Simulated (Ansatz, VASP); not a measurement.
# BN in VASP and in Ansatz

Contents of POSCAR:

```
BN
1.0
    0.0000000000      1.8130010000      1.8130010000
    1.8130010000      0.0000000000      1.8130010000
    1.8130010000      1.8130010000      0.0000000000
B N
1 1
Direct
    0.0000000000      0.0000000000      0.0000000000
    0.8017098446      0.6982901554      0.8017098446
```

The input INCAR.step1:

```
SYSTEM = BN
PREC     = Accurate       ! precision mode
ENCUT    = 520            ! plane-wave cutoff, eV
ISMEAR   = 0              ! smearing method
SIGMA    = 0.05           ! smearing width, eV
LREAL    = .False.        ! projectors in reciprocal space
LASPH    = .True.         ! aspherical terms in the spheres
NELM     = 60             ! most SCF steps
NBANDS   = 11             ! bands
GGA      = PE             ! functional
ALGO     = Normal         ! electronic algorithm
EDIFF    = 1E-4           ! SCF threshold, eV
LWAVE    = .True.         ! write WAVECAR
LCHARG   = .False.        ! write CHGCAR
```

The input INCAR.step2:

```
SYSTEM = BN
PREC     = Accurate       ! precision mode
ENCUT    = 520            ! plane-wave cutoff, eV
EDIFF    = 1E-7           ! SCF threshold, eV
ISMEAR   = 0              ! smearing method
SIGMA    = 0.05           ! smearing width, eV
LREAL    = .False.        ! projectors in reciprocal space
LASPH    = .True.         ! aspherical terms in the spheres
NELM     = 60             ! most SCF steps
ALGO     = Normal         ! electronic algorithm
ISIF     = 2              ! what is computed and relaxed
LWAVE    = .False.        ! write WAVECAR
LCHARG   = .True.         ! write CHGCAR
METAGGA  = R2SCAN         ! meta-GGA
LMIXTAU  = .True.       
LELF     = .True.         ! ELF
LVHAR    = .True.       
NBANDS   = 11             ! bands
ISTART   = 1
```

File KPOINTS:

```
Automatic mesh
0
Gamma
  12 12 12
  0 0 0
```

Input for Ansatz:

```yaml
crystal:
  lattice:
    - [0.0, 1.813001, 1.813001]
    - [1.813001, 0.0, 1.813001]
    - [1.813001, 1.813001, 0.0]
  atoms:
    - { symbol: B, position: [0.0, 0.0, 0.0] }
    - { symbol: "N", position: [0.8017098446, 0.6982901554, 0.8017098446] }
basis:
  ecutwfc: 500
kpoints:
  mp_grid: { grid: [12, 12, 12] }
hamiltonian:
  xc: r2scan
scf:
  occupations: { method: gaussian, width: 0.05 }
output:
  forces: true
  stress: true
  eigenvalues: true
```

Change from the starting cell: all N atoms moved +0.188 Å, as atom 2 along Cartesian [0 1 0].

Alike in both runs: task single point; functional r2SCAN; k mesh 12 × 12 × 12; occupations gaussian, width 0.05 eV; no spin polarisation.

```csv
,VASP,Ansatz
version,VASP 6.6.1,Ansatz 0.2.0
potentials or method,"VASP PAW PBE potentials, release 64 (B, N), cutoff 520 eV","scalar-relativistic, plane waves, PAW"
valence electrons in the cell,8,8
```

VASP gave:

* gap on the k mesh at the Fermi level (eV): 3.35
* least direct gap on the mesh (eV): 7.71
* pressure (GPa): 5.6
* traceless stress, the component that is largest in VASP (GPa): -2.57
* rms of the force components (eV/Å): 2.372

Q: What did Ansatz give for the same quantities?

A: gap on the k mesh at the Fermi level (eV): 3.35; least direct gap on the mesh (eV): 7.69; pressure (GPa): 4.7; traceless stress, the component that is largest in VASP (GPa): -2.41; rms of the force components (eV/Å): 2.370.

VASP's potentials were made for PBE, not for r2SCAN. Atom by atom the forces differ by 0.001 eV/Å (rms over components).
